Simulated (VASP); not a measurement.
A run of VASP 6.6.1:

File POSCAR:

```
SrTiO3
1.0
    4.0631255616      0.0000000000      0.0000000000
    0.0000000000      4.0631255616      0.0000000000
    0.0000000000      0.0000000000      4.0631255616
Sr Ti O
1 1 3
Direct
    0.0000000000      0.0000000000      0.0000000000
    0.5000000000      0.5000000000      0.5000000000
    0.5000000000      0.5000000000      0.0000000000
    0.5000000000      0.0000000000      0.5000000000
    0.0000000000      0.5000000000      0.5000000000
```

The input INCAR.step1:

```
SYSTEM = SrTiO3
  ALGO = Normal
  EDIFF = 1E-4
  ENCUT = 520
  GGA = PE
  ISMEAR = 0
  LASPH = .TRUE.
  LCHARG = .FALSE.
  LREAL = .FALSE.
  LWAVE = .TRUE.
  NBANDS = 28
  NELM = 60
  PREC = Accurate
  SIGMA = 0.01
```

The input INCAR.step2:

```
SYSTEM = SrTiO3
  ALGO = Normal
  EDIFF = 1E-7
  ENCUT = 520
  ISIF = 2
  ISMEAR = 0
  ISTART = 1
  LASPH = .TRUE.
  LCHARG = .FALSE.
  LMIXTAU = .TRUE.
  LREAL = .FALSE.
  LWAVE = .FALSE.
  METAGGA = R2SCAN
  NBANDS = 28
  NELM = 60
  PREC = Accurate
  SIGMA = 0.01
```

Contents of KPOINTS:

```
k-points
0
G
  6 6 6
  0 0 0
```

Potentials or basis: VASP PAW PBE potentials, release 64 (Sr_sv, Ti_sv, O).

The run is started by

```sh
$ cat potpaw_PBE.64/Sr_sv/POTCAR potpaw_PBE.64/Ti_sv/POTCAR potpaw_PBE.64/O/POTCAR > POTCAR
$ cp INCAR.step1 INCAR
$ mpirun -np 1 vasp_std > vasp.out
$ cp INCAR.step2 INCAR
$ mpirun -np 1 vasp_std > vasp.out
```

Hardware: 1 thread of Intel Xeon 8259CL, on a shared host.

Problem. How long does it take, and how much memory?

Solution. Wall time 4.6 min on 1 thread of Intel Xeon 8259CL, with other jobs on the host, peak memory 0.19 GiB. Counts: k points 20.
